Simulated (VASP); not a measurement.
Input of a VASP 6.6.1 run:

INCAR

```
SYSTEM = C
ALGO = Normal
EDIFF = 1E-6
ENCUT = 520
GGA = PS
ISIF = 2
ISMEAR = 0
LASPH = .TRUE.
LCHARG = .FALSE.
LREAL = .FALSE.
LWAVE = .FALSE.
NBANDS = 16
NELM = 80
PREC = Accurate
SIGMA = 0.15
```

File KPOINTS:

```
k-points
0
G
  18 18 6
  0 0 0
```

File POSCAR:

```
C
1.0
    2.4587330167      0.0000000000      0.0000000000
   -1.2293665084      2.1293252536      0.0000000000
    0.0000000000      0.0000000000      7.2458067263
C
4
Direct
   -0.1732438402      0.0000000000      0.0025000000
    0.1732438402      0.0000000000      0.5025000000
    0.1600733669      0.6666666667      0.0025000000
    0.8399266331      0.3333333333      0.5025000000
```

Potentials or basis: VASP PAW PBE potentials, release 64 (C).

Launch:

```bash
$ cat potpaw_PBE.64/C/POTCAR > POTCAR
$ mpirun -np 1 vasp_std > vasp.out
```

(1) What does it give for the pressure?

(2) Predict the largest force.

Answers

(1) 0.8 GPa.

(2) 0.011 eV/Å.

Caveat: this functional lacks dispersion, which binds layers or chains, so the pressure and a relaxed spacing across them are unreliable; the PAW data sets were made with another functional, which shifts forces and pressure a little.
